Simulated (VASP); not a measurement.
# AlP (I-4m2) in VASP: further runs

Runs on AlP. Level: PBEsol. Tasks: single point.

Everything below comes from runs of VASP 6.6.1. Logs are shortened: lines on timing, memory, paths and dates and some standing lists are left out, and cuts for length are marked.

### Step 1. The cell of the first run

It takes space group I-4m2 (No. 119, tetragonal). Conventional cell: a = 3.868 Å, b = 3.868 Å, c = 5.443 Å, α = 90.00°, β = 90.00°, γ = 90.00°. Al (site symmetry -4m2) has 4 P at 2.36 Å within 3.1 Å. Within 3.1 Å of P (site symmetry -4m2) lie 4 Al at 2.36 Å.

### Step 2. Single point, PBEsol (z stretched by -0.5 %, x and y held)

File INCAR:

```
SYSTEM = AlP
PREC = Accurate
ENCUT = 500
EDIFF = 1E-6
ISMEAR = 0
SIGMA = 0.01
LREAL = .False.
LASPH = .True.
NELM = 120
ALGO = Normal
ISIF = 2
LWAVE = .False.
LCHARG = .False.
GGA = PS
NBANDS = 11
GGA_COMPAT = .False.
```

File KPOINTS:

```
regular mesh
0
Gamma
  8 8 8
  0 0 0
```

File POSCAR:

```
AlP
1.0
    0.0000000000      2.7351224707      2.7214468584
    2.7351224707      0.0000000000      2.7214468584
    2.7351224707      2.7351224707      0.0000000000
Al P
1 1
Direct
    0.0000000000      0.0000000000      0.0000000000
    0.7500000000      0.7500000000      0.7500000000
```

Potentials or basis: VASP PAW PBE potentials, release 64 (Al, P).

Command:

```bash
cat potpaw_PBE.64/Al/POTCAR potpaw_PBE.64/P/POTCAR > POTCAR
mpirun -np 1 vasp_std > vasp.out
```

OUTCAR:

```text
SYSTEM = AlP
   PREC = Accurate
   ENCUT = 500
   EDIFF = 1E-6
   ISMEAR = 0
   LREAL = .False.
   LASPH = .True.
   NELM = 120
   ISIF = 2
   GGA = PS

 ion  position               nearest neighbor table
   1  0.000  0.000  0.000-   2 2.36   2 2.36   2 2.36   2 2.36
   2  0.750  0.750  0.750-   1 2.36   1 2.36   1 2.36   1 2.36

  LATTYP: Found a body centered tetragonal cell.
 ALAT       =     3.8680472928
 C/A-ratio  =     1.4071424946

  Lattice vectors:

 A1 = (   0.0000000000,  -2.7351224707,  -2.7214468584)
 A2 = (   0.0000000000,   2.7351224707,  -2.7214468584)
 A3 = (   2.7351224707,   0.0000000000,   2.7214468584)

Analysis of symmetry for initial positions (statically):
=====================================================================
 Subroutine PRICEL returns:
 Original cell was already a primitive cell.

 Routine SETGRP: Setting up the symmetry group for a
 body centered tetragonal supercell.

 Subroutine GETGRP returns: Found  8 space group operations
 (whereof  8 operations were pure point group operations)
 out of a pool of 16 trial point group operations.

The static configuration has the point symmetry D_2d.

Analysis of symmetry for dynamics (positions and initial velocities):
=====================================================================
 Subroutine PRICEL returns:
 Original cell was already a primitive cell.

 Routine SETGRP: Setting up the symmetry group for a
 body centered tetragonal supercell.

 Subroutine GETGRP returns: Found  8 space group operations
 (whereof  8 operations were pure point group operations)
 out of a pool of 16 trial point group operations.

The dynamic configuration has the point symmetry D_2d.

 Subroutine INISYM returns: Found  8 space group operations
 (whereof  8 operations are pure point group operations),
 and found     1 'primitive' translations

----------------------------------------------------------------------------------------

                                     Primitive cell

  volume of cell :      40.7177

  direct lattice vectors                    reciprocal lattice vectors
     0.000000000  2.735122471  2.721446858    -0.182807171  0.182807171  0.183725800
     2.735122471  0.000000000  2.721446858     0.182807171 -0.182807171  0.183725800
     2.735122471  2.735122471  0.000000000     0.182807171  0.182807171 -0.183725800

  length of vectors
     3.858389293  3.858389293  3.868047293     0.317162565  0.317162565  0.317162565

  position of ions in fractional coordinates (direct lattice)
     0.000000000  0.000000000  0.000000000
     0.750000000  0.750000000  0.750000000

  ion indices of the primitive-cell ions
   primitive index   ion index
                 1           1
                 2           2

----------------------------------------------------------------------------------------

 KPOINTS: regular mesh

Automatic generation of k-mesh.
 Grid dimensions read from file:
 generate k-points for:    8    8    8

 Generating k-lattice:

  Cartesian coordinates                     Fractional coordinates (reciprocal lattice)
    -0.022850896  0.022850896  0.022965725     0.125000000  0.000000000  0.000000000
     0.022850896 -0.022850896  0.022965725     0.000000000  0.125000000  0.000000000
     0.022850896  0.022850896 -0.022965725     0.000000000  0.000000000  0.125000000

  Length of vectors
     0.039645321  0.039645321  0.039645321

  Shift w.r.t. Gamma in fractional coordinates (k-lattice)
     0.000000000  0.000000000  0.000000000

 Subroutine IBZKPT returns following result:
 ===========================================

 Found     59 irreducible k-points:

 Following reciprocal coordinates:
            Coordinates               Weight
  0.000000  0.000000  0.000000      1.000000
  0.125000 -0.000000  0.000000      8.000000
  0.250000 -0.000000  0.000000      8.000000
  0.375000 -0.000000  0.000000      8.000000
  0.500000 -0.000000  0.000000      4.000000
  0.125000  0.125000  0.000000      2.000000
[... 16 lines left out ...]
  0.250000 -0.000000  0.125000     16.000000
  0.375000 -0.000000  0.125000     16.000000
 [... further k-points ...]
   k-points           NKPTS =     59   k-points in BZ     NKDIM =     59   number of bands    NBANDS=     11
   number of dos      NEDOS =    301   number of ions     NIONS =      2
   total plane-waves  NPLWV =  21952
   dimension x,y,z NGX =    28 NGY =   28 NGZ =   28
   dimension x,y,z NGXF=    56 NGYF=   56 NGZF=   56
   ions per type =               1   1
   NGX,Y,Z   is equivalent  to a cutoff of  12.06, 12.06, 12.03 a.u.
   NGXF,Y,Z  is equivalent  to a cutoff of  24.13, 24.13, 24.07 a.u.
 SYSTEM =  AlP
   PREC   = accura    normal or accurate (medium, high low for compatibility)
   ISTART =      0    job   : 0-new  1-cont  2-samecut
   ICHARG =      2    charge: 1-file 2-atom 10-const
   ISPIN  =      1    spin polarized calculation?
   LNONCOLLINEAR =      F non collinear calculations
   LSORBIT =      F    spin-orbit coupling
   LASPH  =      T    aspherical Exc in radial PAW
   ENCUT  =  500.0 eV  36.75 Ry    6.06 a.u.   7.03  7.03  7.05*2*pi/ulx,y,z
   NELM   =    120;   NELMIN=  2; NELMDL= -5     # of ELM steps
   EDIFF  = 0.1E-05   stopping-criterion for ELM
   LREAL  =      F    real-space projection
   EDIFFG = 0.1E-04   stopping-criterion for IOM
   NSW    =      0    number of steps for IOM
   IBRION =     -1    ionic relax: 0-MD 1-quasi-New 2-CG
   NFREE  =      0    steps in history (QN), initial steepest desc. (CG)
   ISIF   =      2    stress and relaxation
   ISYM   =      2    0-nonsym 1-usesym 2-fastsym
   POTIM  = 0.5000    time-step for ionic-motion
   TEBEG  =    0.0;   TEEND  =   0.0 temperature during run
   PSTRESS=    0.0 pullay stress
   NELECT =       8.0000    total number of electrons
   NUPDOWN=      -1.0000    fix difference up-down
   EMIN   =  10.00;   EMAX   =-10.00  energy-range for DOS
   EFERMI =   0.00;   METHOD = LEGACY
   ISMEAR =     0;   SIGMA  =   0.01  broadening in eV -4-tet -1-fermi 0-gaus
   EFERMI_NEDOS =   21; number of points for ismear=-14 and -15
   IALGO  =     38    algorithm
   IMIX   =      4    mixing-type and parameters
     AMIX     =   0.40;   BMIX     =  1.00
     AMIX_MAG =   1.60;   BMIX_MAG =  1.00
  volume/ion in A,a.u.               =      20.36       137.39
  Fermi-wavevector in a.u.,A,eV,Ry     =   0.951723  1.798495 12.323828  0.905776
  Thomas-Fermi vector in A             =   2.080219
   LORBIT       =      0    0 simple, 1 ext, 2 COOP (PROOUT), +10 PAW based schemes
   GGA     = PS    functional components
   LHFCALC =     F    Hartree Fock is set to
   AEXX    =    0.0000 exact exchange contribution
   IVDW    =     0    specifies the selected vdW correction
   LEPSILON=     F    determine dielectric tensor
   LRPA    =     F    only Hartree local field effects (RPA)
 non-spin polarized calculation
 Gauss-broadening in eV      SIGMA  =   0.01
  energy-cutoff  :      500.00
  volume of cell :       40.72
 maximum number of plane-waves:      1048
   NGX = 13   NGY = 13   NGZ = 15

 number of electron       8.0000000 magnetization

 Free energy of the ion-electron system (eV)
  ---------------------------------------------------
  ext. energy  EPLUGINS =         0.00000000
  ---------------------------------------------------
  free energy    TOTEN  =       -10.99466864 eV

  energy without entropy =      -10.99466864  energy(sigma->0) =      -10.99466864

 E-fermi :   4.6496     XC(G=0):  -9.3626

 val. band max:        4.5454693288   @ k =   0.0000   0.0000   0.0000
 cond. band min:       5.9519862054   @ k =   0.5000   0.5000   0.0000
 fundamental gap:      1.4065168766
 Fermi energy:         4.6495888611

 k-point     1 :       0.0000    0.0000    0.0000
  band No.  band energies     occupation
      1      -6.9943      2.00000
      2       4.5220      2.00000
      3       4.5220      2.00000
      4       4.5455      2.00000
      5       7.7278      0.00000
      6       9.0374      0.00000
      7       9.0431      0.00000
      8       9.0431      0.00000
      9      13.2858      0.00000
     10      13.3770      0.00000
     11      14.6214      0.00000

 k-point     2 :       0.1250   -0.0000    0.0000
  band No.  band energies     occupation
      1      -6.8209      2.00000
      2       3.2883      2.00000
      3       4.3700      2.00000
      4       4.3904      2.00000
      5       8.1574      0.00000
      6       9.3250      0.00000
      7       9.3266      0.00000
      8       9.5538      0.00000
      9      12.7842      0.00000
     10      12.8552      0.00000
     11      15.2594      0.00000

 k-point     3 :       0.2500   -0.0000    0.0000
  band No.  band energies     occupation
      1      -6.3320      2.00000
      2       1.3242      2.00000
      3       4.0691      2.00000
      4       4.0989      2.00000
      5       7.7749      0.00000
      6       9.6136      0.00000
      7       9.6374      0.00000
      8      11.3688      0.00000
      9      12.7817      0.00000
     10      12.8005      0.00000
     11      14.7062      0.00000

 k-point     4 :       0.3750   -0.0000    0.0000
  band No.  band energies     occupation
      1      -5.6729      2.00000
      2      -0.3294      2.00000
      3       3.8291      2.00000
      4       3.8668      2.00000
      5       7.3961      0.00000
      6       9.4034      0.00000
      7       9.4464      0.00000
      8      12.5346      0.00000
      9      14.1803      0.00000
     10      14.2076      0.00000
     11      15.0198      0.00000
[... 239 lines left out ...]
 k-point    22 :       0.1250    0.0000    0.1250
  band No.  band energies     occupation
      1      -6.7634      2.00000
      2       3.3964      2.00000
      3       4.0482      2.00000
      4       4.0652      2.00000
      5       8.4143      0.00000
      6       8.8394      0.00000
      7       9.8168      0.00000
      8       9.8478      0.00000
      9      11.8535      0.00000
     10      13.6493      0.00000
     11      15.7157      0.00000

 k-point    23 :       0.2500   -0.0000    0.1250
  band No.  band energies     occupation
      1      -6.3779      2.00000
      2       1.8881      2.00000
      3       3.6859      2.00000
      4       3.7475      2.00000
      5       8.1877      0.00000
      6       9.2464      0.00000
      7      10.2157      0.00000
      8      10.4271      0.00000
      9      12.2930      0.00000
     10      13.7936      0.00000
     11      16.0070      0.00000

 k-point    24 :       0.3750   -0.0000    0.1250
  band No.  band energies     occupation
      1      -5.7596      2.00000
      2       0.2176      2.00000
      3       3.2915      2.00000
      4       3.4806      2.00000
      5       7.9625      0.00000
      6       9.3358      0.00000
      7      10.3218      0.00000
      8      10.9018      0.00000
      9      13.9771      0.00000
     10      14.9038      0.00000
     11      15.6569      0.00000

 [... further k-points ...]
[... 5 lines left out ...]
  --------------------------------------------------------------------------------------
  -------------------------------------------------------------------------------------
  Total        0.0979049      0.0979049      0.1752862      0.0000000      0.0000000      0.0000000
  in kB        3.8524040      3.8524040      6.8972334      0.0000000      0.0000000      0.0000000
  external PRESSURE =       4.8673471 kB  Pullay stress =       0.0000000 kB

 VOLUME and BASIS-vectors are now :
 -----------------------------------------------------------------------------
  energy-cutoff  :      500.00
  volume of cell :       40.72
      direct lattice vectors                 reciprocal lattice vectors
     0.000000000  2.735122471  2.721446858    -0.182807171  0.182807171  0.183725800
     2.735122471  0.000000000  2.721446858     0.182807171 -0.182807171  0.183725800
     2.735122471  2.735122471  0.000000000     0.182807171  0.182807171 -0.183725800

 POSITION                                       TOTAL-FORCE (eV/Angst)
 -----------------------------------------------------------------------------------
      0.00000      0.00000      0.00000         0.000000      0.000000      0.000000
      4.10268      4.10268      4.08217        -0.000000     -0.000000      0.000000
 -----------------------------------------------------------------------------------
    total drift:                               -0.000000     -0.000000     -0.000000

  FREE ENERGIE OF THE ION-ELECTRON SYSTEM (eV)
  ---------------------------------------------------
  free  energy   TOTEN  =       -10.9946686396 eV

  energy  without entropy=      -10.9946686396  energy(sigma->0) =      -10.99466864
```

It took 15 s on 1 thread of Intel Xeon Platinum 8375C at 2.90GHz (Ice Lake), shared host; peak memory 0.16 GiB.

What came out:

- Free energy: -10.9947 eV
- Pressure: 0.5 GPa
- Band gap on the k mesh: 1.41 eV (least direct gap 3.18 eV)

Caveat: the cell differs from its parent crystal (z stretched by -0.5 %, x and y held); the PAW data sets were made with another functional, which shifts forces and pressure a little.

### Step 3. Single point, PBEsol (z stretched by +0.5 %, x and y held)

File INCAR:

```
SYSTEM = AlP
ALGO     = Normal         ! electronic algorithm
EDIFF    = 1E-6           ! SCF threshold, eV
ENCUT    = 500            ! plane-wave cutoff, eV
GGA      = PS             ! functional
GGA_COMPAT= .False.      
ISIF     = 2              ! what is computed and relaxed
ISMEAR   = 0              ! smearing method
LASPH    = .True.         ! aspherical terms in the spheres
LCHARG   = .True.         ! write CHGCAR
LELF     = .True.         ! ELF
LREAL    = .False.        ! projectors in reciprocal space
LVHAR    = .True.       
LWAVE    = .False.        ! write WAVECAR
NBANDS   = 11             ! bands
NELM     = 120            ! most SCF steps
PREC     = Accurate       ! precision mode
SIGMA    = 0.01           ! smearing width, eV
```

File KPOINTS:

```
k-points
0
Gamma
  8 8 8
  0 0 0
```

File POSCAR:

```
AlP
1.0
    0.0000000000      2.7351224707      2.7487980831
    2.7351224707      0.0000000000      2.7487980831
    2.7351224707      2.7351224707      0.0000000000
Al P
1 1
Direct
    0.0000000000      0.0000000000      0.0000000000
    0.7500000000      0.7500000000      0.7500000000
```

Potentials or basis: VASP PAW PBE potentials, release 64 (Al, P).

Command:

```bash
cat potpaw_PBE.64/Al/POTCAR potpaw_PBE.64/P/POTCAR > POTCAR
mpirun -np 1 vasp_std > vasp.out
```

Wall time 15 s (1 thread of Intel Xeon Platinum 8375C at 2.90GHz (Ice Lake), shared host); peak memory 0.16 GiB.

It converged, with:

```
Free energy            : -10.9948 eV
Pressure               : -0.4 GPa
Band gap on the k mesh : 1.44 eV (least direct gap 3.11 eV)
```

Stress tensor (GPa, compression positive):
```
-0.28  0.00  0.00
 0.00 -0.28  0.00
 0.00  0.00 -0.59
```

Levels at points of the mesh, in eV from the valence-band top:
| k point | band 1 | band 2 | band 3 | band 4 | band 5 | band 6 | band 7 | band 8 | band 9 |
| --- | --- | --- | --- | --- | --- | --- | --- | --- | --- |
| (0.00, 0.00, 0.00) | -11.47 | -0.02 | 0.00 | 0.00 | 3.11 | 4.49 | 4.49 | 4.49 | 8.74 |
| (0.50, 0.00, 0.00) | -9.80 | -5.54 | -0.79 | -0.75 | 2.68 | 4.72 | 4.76 | 8.04 | 11.45 |
| (0.50, 0.50, 0.00) | -9.16 | -5.33 | -2.09 | -2.09 | 1.47 | 2.39 | 10.90 | 10.90 | 11.79 |
| (0.50, 0.00, 0.50) | -9.14 | -5.30 | -2.12 | -2.12 | 1.44 | 2.35 | 10.84 | 10.93 | 11.84 |

Caveat: the cell differs from its parent crystal (z stretched by +0.5 %, x and y held); the PAW data sets were made with another functional, which shifts forces and pressure a little.

(Part 1 of 2 ends here.)
